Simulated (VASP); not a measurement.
Runs of VASP 6.6.1 on Zr2Br. The structure is that of space group P6/mmm (No. 191), or close to it. The cells are those of the table. The cell was generated, and may not be a known phase.

| task | spin | cell | cutoff (eV) | gap on the mesh (eV) | pressure (GPa) |
| --- | --- | --- | --- | --- | --- |
| single point | off | a = 4.706, b = 4.706, c = 3.159 Å, angles 90.0, 90.0, 120.0°, 3 atoms | 520 | none | (a) |
| relaxation of cell and atoms | off | relaxed from a = 4.706, b = 4.706, c = 3.159 Å, angles 90.0, 90.0, 120.0°, 3 atoms | 600 | none | 0.1 |
| single point | collinear | a = 5.075, b = 5.075, c = 3.125 Å, angles 90.0, 90.0, 120.0°, 3 atoms | 520 | none | 0.8 |
| single point | off | a = 5.075, b = 5.075, c = 3.125 Å, angles 90.0, 90.0, 120.0°, 3 atoms | 520 | none | 0.1 |

Alike in all rows: level PBE; potentials or basis VASP PAW PBE potentials, release 64 (Zr_sv, Br); k mesh 6 × 6 × 6; smearing gaussian 0.1 eV.

Q: Fill in the values left out.

A: (a) 8.3.

Caveats: an odd number of electrons without spin polarisation forces a metal (at least some runs); a magnetic or distorted state may lie lower (at least some runs); the stress differs along the axes, from 1 to 12 GPa (at least some runs).

A k mesh can miss the band edges, and the runs leave out spin-orbit coupling on Br, Zr.

A gap of «none» marks levels without a gap at the run's occupations.
